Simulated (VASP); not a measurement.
# Ca7TiO8 (Fm-3m) in VASP: single point with PBEsol+U

Aim: the single point of Ca7TiO8 with PBEsol+U.

Program: VASP 6.6.1. These are calculated values, not measurements. Logs are shortened: lines on timing, memory, paths and dates and some standing lists are left out, and cuts for length are marked.

### Step 1. The cell of the first run

The structure is cubic, space group Fm-3m (No. 225). Conventional cell: a = 9.630 Å, b = 9.630 Å, c = 9.630 Å, α = 90.00°, β = 90.00°, γ = 90.00°. Ti (site symmetry m-3m) has 6 O at 2.35 Å within 3.1 Å. Ca (site symmetry mmm) has 6 O at 2.41 Å within 3.2 Å. Ca (site symmetry m-3m) has 6 O at 2.46 Å within 3.3 Å. O (site symmetry -43m) has 6 Ca at 2.41 Å within 3.2 Å. O (site symmetry 4mm) has 1 Ti at 2.35 Å and 5 Ca at 2.41 to 2.46 Å within 3.1 Å.

### Step 2. Single point, PBEsol+U, collinear spin, zero start

The input, INCAR:

```
  PREC = Accurate
  ENCUT = 520
  EDIFF = 1E-6
  ISMEAR = 0
  SIGMA = 0.05
  LREAL = Auto
  LASPH = T
  NELM = 150
  ALGO = Normal
  ISIF = 2
  LWAVE = F
  LCHARG = F
  ISPIN = 2
  MAGMOM = 0 0 0 0 0 0 0 0 0 0 0 0 0 0 0 0
  LORBIT = 11
  NUPDOWN = 0.0
  LMAXMIX = 4
  LDAU = T
  LDAUTYPE = 2
  LDAUL = 2 -1 -1
  LDAUU = 3 0 0
  LDAUJ = 0 0 0
  LDAUPRINT = 1
  GGA = PS
  NBANDS = 83
```

The input, KPOINTS:

```
regular mesh
0
Gamma
  3 3 3
```

The input, POSCAR:

```
Ca7TiO8
1.0
    0.0000000000      4.8150000000      4.8150000000
    4.8150000000      0.0000000000      4.8150000000
    4.8150000000      4.8150000000      0.0000000000
Ti Ca O
1 7 8
Direct
    0.0000000000      0.0000000000      1.0000000000
    0.0000000000      0.0000000000      0.5000000000
    0.0000000000      0.5000000000      0.0000000000
    0.0000000000      0.5000000000      0.5000000000
    0.5000000000      0.0000000000      0.0000000000
    0.5000000000      0.0000000000      0.5000000000
    0.5000000000      0.5000000000      0.0000000000
    0.5000000000      0.5000000000      0.5000000000
    0.2500000000      0.2500000000      0.2500000000
    0.2443079411      0.2443079411      0.7556920589
    0.2443079411      0.7556920589      0.2443079411
    0.2443079411      0.7556920589      0.7556920589
    0.7556920589      0.2443079411      0.2443079411
    0.7556920589      0.2443079411      0.7556920589
    0.7556920589      0.7556920589      0.2443079411
    0.7500000000      0.7500000000      0.7500000000
```

Potentials or basis: VASP PAW PBE potentials, release 64 (Ti_sv, Ca_sv, O).

The run is started by

```console
cat potpaw_PBE.64/Ti_sv/POTCAR potpaw_PBE.64/Ca_sv/POTCAR potpaw_PBE.64/O/POTCAR > POTCAR
mpirun -np 1 vasp_std > vasp.out
```

OUTCAR:

```text
PREC = Accurate
   ENCUT = 520
   EDIFF = 1E-6
   ISMEAR = 0
   LREAL = Auto
   LASPH = T
   NELM = 150
   ISIF = 2
   ISPIN = 2
   LORBIT = 11
   NUPDOWN = 0.0
   GGA = PS

 ion  position               nearest neighbor table
   1  0.000  0.000  0.000-  10 2.35  11 2.35  12 2.35  13 2.35  14 2.35  15 2.35
   2  0.000  0.000  0.500-   9 2.41  16 2.41  12 2.41  13 2.41  14 2.41  11 2.41
   3  0.000  0.500  0.000-   9 2.41  16 2.41  12 2.41  13 2.41  15 2.41  10 2.41
   4  0.000  0.500  0.500-   9 2.41  16 2.41  11 2.41  14 2.41  15 2.41  10 2.41
   5  0.500  0.000  0.000-   9 2.41  16 2.41  11 2.41  14 2.41  15 2.41  10 2.41
   6  0.500  0.000  0.500-   9 2.41  16 2.41  12 2.41  13 2.41  15 2.41  10 2.41
[... 8 lines left out ...]
  15  0.756  0.756  0.244-   1 2.35   3 2.41   4 2.41   5 2.41   6 2.41   8 2.46
  16  0.750  0.750  0.750-   2 2.41   3 2.41   4 2.41   5 2.41   6 2.41   7 2.41

  LATTYP: Found a face centered cubic cell.
 ALAT       =     9.6300000000

  Lattice vectors:

 A1 = (   0.0000000000,   4.8150000000,   4.8150000000)
 A2 = (   4.8150000000,   0.0000000000,   4.8150000000)
 A3 = (   4.8150000000,   4.8150000000,   0.0000000000)

Analysis of symmetry for initial positions (statically):
=====================================================================
 Subroutine PRICEL returns:
 Original cell was already a primitive cell.

 Routine SETGRP: Setting up the symmetry group for a
 face centered cubic supercell.

 Subroutine GETGRP returns: Found 48 space group operations
 (whereof 48 operations were pure point group operations)
 out of a pool of 48 trial point group operations.

The static configuration has the point symmetry O_h .

Analysis of symmetry for dynamics (positions and initial velocities):
=====================================================================
 Subroutine PRICEL returns:
 Original cell was already a primitive cell.

 Routine SETGRP: Setting up the symmetry group for a
 face centered cubic supercell.

 Subroutine GETGRP returns: Found 48 space group operations
 (whereof 48 operations were pure point group operations)
 out of a pool of 48 trial point group operations.

The dynamic configuration has the point symmetry O_h .

Analysis of structural, dynamic, and magnetic symmetry:
=====================================================================
 Subroutine PRICEL returns:
 Original cell was already a primitive cell.

 Routine SETGRP: Setting up the symmetry group for a
 face centered cubic supercell.
[... 194 lines left out ...]
  ext. energy  EPLUGINS =         0.00000000
  ---------------------------------------------------
  free energy    TOTEN  =      -108.36979014 eV

  energy without entropy =     -108.35113703  energy(sigma->0) =     -108.36046359

 E-fermi :   5.7469     XC(G=0): -10.7748

 val. band max:        5.7327358491   @ k =   0.3333   0.0000   0.0000
 cond. band min:       5.8384599382   @ k =  -0.3333   0.3333   0.0000
 fundamental gap:      0.1057240891
 Fermi energy:         5.7469390386

 spin component 1

 k-point     1 :       0.0000    0.0000    0.0000
  band No.  band energies     occupation
      1     -53.1042      1.00000
      2     -35.4212      1.00000
      3     -34.8143      1.00000
      4     -34.7457      1.00000
      5     -34.7457      1.00000
      6     -34.7457      1.00000
[... 309 lines left out ...]
     76       8.8584      0.00000
     77       8.8852      0.00000
 Fermi energy:         5.7469311864

 spin component 2

 k-point     1 :       0.0000    0.0000    0.0000
  band No.  band energies     occupation
      1     -53.1042      1.00000
      2     -35.4212      1.00000
      3     -34.8143      1.00000
      4     -34.7457      1.00000
      5     -34.7457      1.00000
      6     -34.7457      1.00000
[... 309 lines left out ...]
     76       8.8584      0.00000
     77       8.8852      0.00000
 [bands above 77 left out]

------------------------ aborting loop because EDIFF is reached ----------------------------------------

  FORCE on cell =-STRESS in cart. coord.  units (eV):
  Direction    XX          YY          ZZ          XY          YZ          ZX
  --------------------------------------------------------------------------------------
  -------------------------------------------------------------------------------------
  Total      -11.0400256    -11.0400256    -11.0400256     -0.0000000      0.0000000     -0.0000000
  in kB      -79.2249168    -79.2249168    -79.2249168     -0.0000000      0.0000000     -0.0000000
  external PRESSURE =     -79.2249168 kB  Pullay stress =       0.0000000 kB

 VOLUME and BASIS-vectors are now :
 -----------------------------------------------------------------------------
  energy-cutoff  :      520.00
  volume of cell :      223.26
      direct lattice vectors                 reciprocal lattice vectors
     0.000000000  4.815000000  4.815000000    -0.103842160  0.103842160  0.103842160
     4.815000000  0.000000000  4.815000000     0.103842160 -0.103842160  0.103842160
     4.815000000  4.815000000  0.000000000     0.103842160  0.103842160 -0.103842160

 POSITION                                       TOTAL-FORCE (eV/Angst)
 -----------------------------------------------------------------------------------
      0.00000      0.00000      0.00000        -0.000000     -0.000000      0.000000
      2.40750      2.40750      0.00000        -0.000000      0.000000     -0.000000
      2.40750      0.00000      2.40750        -0.000000     -0.000000      0.000000
      4.81500      2.40750      2.40750        -0.000000      0.000000      0.000000
      0.00000      2.40750      2.40750        -0.000000     -0.000000      0.000000
      2.40750      4.81500      2.40750        -0.000000      0.000000     -0.000000
[... 8 lines left out ...]
      4.81500      4.81500      7.27731        -0.000000      0.000000      0.490240
      7.22250      7.22250      7.22250        -0.000000      0.000000     -0.000000
 -----------------------------------------------------------------------------------
    total drift:                               -0.000000      0.000000     -0.000000

  FREE ENERGIE OF THE ION-ELECTRON SYSTEM (eV)
  ---------------------------------------------------
  free  energy   TOTEN  =      -108.3697901387 eV

  energy  without entropy=     -108.3511370317  energy(sigma->0) =     -108.36046359

 total charge

# of ion       s       p       d       tot
------------------------------------------
    1        2.123   6.072   1.720   9.914
    2        2.039   5.874   0.317   8.229
    3        2.039   5.874   0.317   8.229
    4        2.039   5.874   0.317   8.229
    5        2.039   5.874   0.317   8.229
    6        2.039   5.874   0.317   8.229
[... 8 lines left out ...]
   15        1.545   3.406   0.000   4.951
   16        1.545   3.425   0.000   4.970
--------------------------------------------------
tot         28.748  74.464   3.925 107.137

 magnetization (x)

# of ion       s       p       d       tot
------------------------------------------
    1        0.000   0.000  -0.000  -0.000
    2        0.000  -0.000   0.000   0.000
    3        0.000  -0.000   0.000   0.000
    4        0.000  -0.000   0.000   0.000
    5        0.000  -0.000   0.000   0.000
    6        0.000  -0.000   0.000   0.000
[... 8 lines left out ...]
   15        0.000   0.000   0.000   0.000
   16       -0.000  -0.000   0.000  -0.000
--------------------------------------------------
tot          0.000  -0.000  -0.000  -0.000
```

Run time: 9 min. Hardware: 1 thread of Intel Xeon Platinum 8259CL at 2.50GHz (Skylake/Cascade Lake), shared host; peak memory 0.56 GiB.

What came out:

- Free energy: -108.3698 eV
- Pressure: -7.9 GPa
- Largest force: 0.490 eV/Å
- Net moment: 0.00 μB per cell
- Valence electrons inside the program's atomic spheres: Ti 9.91; Ca 8.23, 8.20; O 4.97, 4.95

Forces in eV/Å, atoms in the order of the input:
```
Ti   0.000  0.000  0.000
Ca   0.000  0.000  0.000
Ca   0.000  0.000  0.000
Ca   0.000  0.000  0.000
Ca   0.000  0.000  0.000
Ca   0.000  0.000  0.000
Ca   0.000  0.000  0.000
Ca   0.000  0.000  0.000
O    0.000  0.000  0.000
O    0.000  0.000 -0.490
O    0.000 -0.490  0.000
O    0.490  0.000  0.000
O   -0.490  0.000  0.000
O    0.000  0.490  0.000
O    0.000  0.000  0.490
O    0.000  0.000  0.000
```

Eigenvalues of the final occupation matrices:
```csv
site,spin,trace,eigenvalues
site 1 d,1,0.87,0.10 0.10 0.22 0.22 0.22
site 1 d,2,0.87,0.10 0.10 0.22 0.22 0.22
```

Caveat: the k points lie up to 0.38 Å⁻¹ apart; the PAW data sets were made with another functional, which shifts forces and pressure a little; the total moment is fixed, so each spin has its own Fermi level.
